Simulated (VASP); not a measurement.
Wanted: the native input for a VASP 6.6.1 run.

```
Task                   : single point
Functional             : r2SCAN
Potentials or basis    : VASP PAW PBE potentials, release 64 (Cu)
Cutoff                 : 520 eV
k mesh                 : 20 × 20 × 20
Occupations            : gaussian, width 0.1 eV
Spin                   : no spin polarisation
Dipole correction      : no
Further INCAR settings : ALGO = Normal; EDIFF = 1e-06; NBANDS = 12
```

Crystal: Cu.

```xyz
1
Lattice="0.0000 1.7519 1.7519 1.7519 0.0000 1.7519 1.7519 1.7519 0.0000" Properties=species:S:1:pos:R:3 pbc="T T T"
Cu    0.0000    0.0000    0.0000
```

The input as run:

POSCAR

```
Cu
1.0
    0.0000000000      1.7519309172      1.7519309172
    1.7519309172      0.0000000000      1.7519309172
    1.7519309172      1.7519309172      0.0000000000
Cu
1
Direct
    0.0000000000      0.0000000000      0.0000000000
```

INCAR.step1

```
ALGO = Normal
EDIFF = 1E-4
ENCUT = 520
GGA = PE
ISMEAR = 0
LASPH = True
LCHARG = False
LREAL = False
LWAVE = True
NBANDS = 12
NELM = 80
PREC = Accurate
SIGMA = 0.1
```

INCAR.step2

```
ALGO = Normal
EDIFF = 1E-6
ENCUT = 520
ISIF = 2
ISMEAR = 0
ISTART = 1
LASPH = True
LCHARG = False
LMIXTAU = True
LREAL = False
LWAVE = False
METAGGA = R2SCAN
NBANDS = 12
NELM = 80
PREC = Accurate
SIGMA = 0.1
```

KPOINTS

```
k-points
0
Gamma
  20 20 20
```

Potentials or basis: VASP PAW PBE potentials, release 64 (Cu).

The run is started by

```sh
$ cat potpaw_PBE.64/Cu/POTCAR > POTCAR
$ cp INCAR.step1 INCAR
$ mpirun -np 1 vasp_std > vasp.out
$ cp INCAR.step2 INCAR
$ mpirun -np 1 vasp_std > vasp.out
```

It gave:

| Item | Value |
| --- | --- |
| Pressure | 12.4 GPa |
| Band gap on the k mesh | zero (an odd number of electrons rules out a gap without spin polarisation) |

Caveat: the cell stands under pressure; the PAW data sets were made with another functional, which shifts forces and pressure a little.

It took 76 s on 1 thread of AMD EPYC 9R14 (Zen 4) (shared host), peak memory 0.11 GiB.
